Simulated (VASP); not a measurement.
The system is Zn.

```xyz
2
Lattice="2.6700 0.0000 0.0000 -1.3350 2.3123 0.0000 0.0000 0.0000 4.9660" Properties=species:S:1:pos:R:3 pbc="T T T"
Zn    0.0000    1.5415    1.2415
Zn    1.3350    0.7708    3.7245
```

```yaml
Program: VASP 6.6.1
Task: relaxation of cell and atoms
Functional: PBEsol
Potentials_or_basis: VASP PAW PBE potentials, release 64 (Zn)
Cutoff: 600 eV
k_mesh: 10 × 10 × 5
Occupations: gaussian, width 0.05 eV
Spin: no spin polarisation
```

At the start: pressure -5.5 GPa; volume 15.33 Å³/atom.

Problem. Where does the relaxation end?

Solution. Over 5 steps the energy falls by 19.8 meV/atom and the volume is 14.26 Å³/atom (-7.0 %); space group P6_3/mmc (No. 194, to 0.05 Å).

Step by step:
| step | energy change (eV) | largest force (eV/Å) | pressure (GPa) | volume (Å³) |
| --- | --- | --- | --- | --- |
| 1 | 0.0000 | 0.0000 | -5.53 | 30.66 |
| 2 | -0.0380 | 0.0000 | 0.74 | 28.37 |
| 3 | -0.0387 | 0.0000 | -0.09 | 28.62 |
| 4 | -0.0394 | 0.0000 | -0.01 | 28.55 |
| 5 | -0.0395 | 0.0000 | -0.02 | 28.53 |

Final structure:
```
Zn
1.0
     2.60699    0.00000    0.00000
    -1.30350    2.25772    0.00000
     0.00000    0.00000    4.84675
Zn
2
Direct
  0.33333 0.66667 0.25000
  0.66667 0.33333 0.75000
```

Caveat: the PAW data sets were made with another functional, which shifts forces and pressure a little.
